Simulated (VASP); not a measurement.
Input of a VASP 6.6.1 run:

INCAR

```
SYSTEM = TaN
PREC     = Accurate       ! precision mode
ENCUT    = 520            ! plane-wave cutoff, eV
EDIFF    = 1E-7           ! SCF threshold, eV
ISMEAR   = 0              ! smearing method
SIGMA    = 0.1            ! smearing width, eV
LREAL    = .FALSE.        ! projectors in reciprocal space
LASPH    = .TRUE.         ! aspherical terms in the spheres
NELM     = 100            ! most SCF steps
ALGO     = Normal         ! electronic algorithm
ISIF     = 2              ! what is computed and relaxed
LWAVE    = .FALSE.        ! write WAVECAR
LCHARG   = .FALSE.        ! write CHGCAR
GGA      = PS             ! functional
NBANDS   = 15             ! bands
```

File KPOINTS:

```
Automatic mesh
0
G
  24 24 18
  0 0 0
```

The input POSCAR:

```
TaN
1.0
    2.9239890447      0.0000000000      0.0000000000
   -1.4619945224      2.5322487931      0.0000000000
    0.0000000000      0.0000000000      2.8707276427
Ta N
1 1
Direct
    0.3333333333      0.6666666667      0.5000000000
    0.0000000000      0.0000000000      0.0000000000
```

Potentials or basis: VASP PAW PBE potentials, release 64 (Ta_pv, N).

Launch:

```sh
$ cat potpaw_PBE.64/Ta_pv/POTCAR potpaw_PBE.64/N/POTCAR > POTCAR
$ mpirun -np 1 vasp_std > vasp.out
```

**Question.** Predict the band gap on the k mesh.

**Answer.** Zero (bands 8 and 9 overlap by 0.32 eV).

**Question.** Estimate the pressure.

**Answer.** 0.8 GPa.

Stress tensor (GPa, compression positive):
```
0.78 0.00 0.00
0.00 0.78 0.00
0.00 0.00 0.99
```

Caveat: the PAW data sets were made with another functional, which shifts forces and pressure a little; spin-orbit coupling is left out, which moves the levels of the heavy elements.
